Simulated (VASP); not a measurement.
Write the native input for VASP 6.6.1 that does the following.

| Item | Value |
| --- | --- |
| Task | single point |
| Functional | PBE |
| Dispersion | D3(BJ) |
| Potentials or basis | VASP PAW PBE potentials, release 64 (Sn_d, O) |
| Cutoff | 520 eV |
| k mesh | 6 × 6 × 1 |
| Occupations | gaussian, width 0.02 eV |
| Spin | no spin polarisation |
| Dipole correction | yes |
| Further INCAR settings | ALGO = Normal; EDIFF = 1e-07; NBANDS = 28 |

The structure of SnO lies in POSCAR:

```
SnO
1.0
    3.8205603434      0.0000000000      0.0000000000
    0.0000000000      4.0115883606      0.0000000000
    0.0000000000      0.0000000000     30.6334027592
Sn O
2 2
Direct
    0.5000000000      0.0000000000      0.4624756392
    0.0000000000      0.5000000000      0.5375243608
    0.0000000000      0.0000000000      0.5015533375
    0.5000000000      0.5000000000      0.4984466625
```

This cell differs from its parent crystal: strain along y +0.050, then relaxed in part.

These files were run (other wordings do the same):

INCAR

```
SYSTEM = SnO
ALGO = Normal ; DIPOL = 0.5 0.5 0.500
EDIFF = 1E-7 ; ENCUT = 520
GGA = PE ; IDIPOL = 3
ISIF = 2 ; ISMEAR = 0
IVDW = 12 ; LASPH = .True.
LCHARG = .True. ; LDIPOL = .True.
LELF = .True. ; LREAL = .False.
LVACPOTAV = .True. ; LVHAR = .True.
LWAVE = .False. ; NBANDS = 28
NELM = 80 ; PREC = Accurate
SIGMA = 0.02
```

KPOINTS

```
k-points
0
Gamma
  6 6 1
  0 0 0
```

Potentials or basis: VASP PAW PBE potentials, release 64 (Sn_d, O).

The run is started by

```console
$ cat potpaw_PBE.64/Sn_d/POTCAR potpaw_PBE.64/O/POTCAR > POTCAR
$ mpirun -np 1 vasp_std > vasp.out
```

It gave:

* Largest force: 0.078 eV/Å
* Band gap on the k mesh: 2.73 eV (least direct gap 2.77 eV)
* Dispersion energy per atom: -0.131 eV
* Ionisation potential of the upper face: 5.24 eV

Caveat: the cell differs from its parent crystal (strain along y +0.050, then relaxed in part); spin-orbit coupling is left out, which moves the levels of the heavy elements.

Run time: 11 min on 1 thread of Intel Xeon 8259CL, with other jobs on the host, peak memory 0.55 GiB.
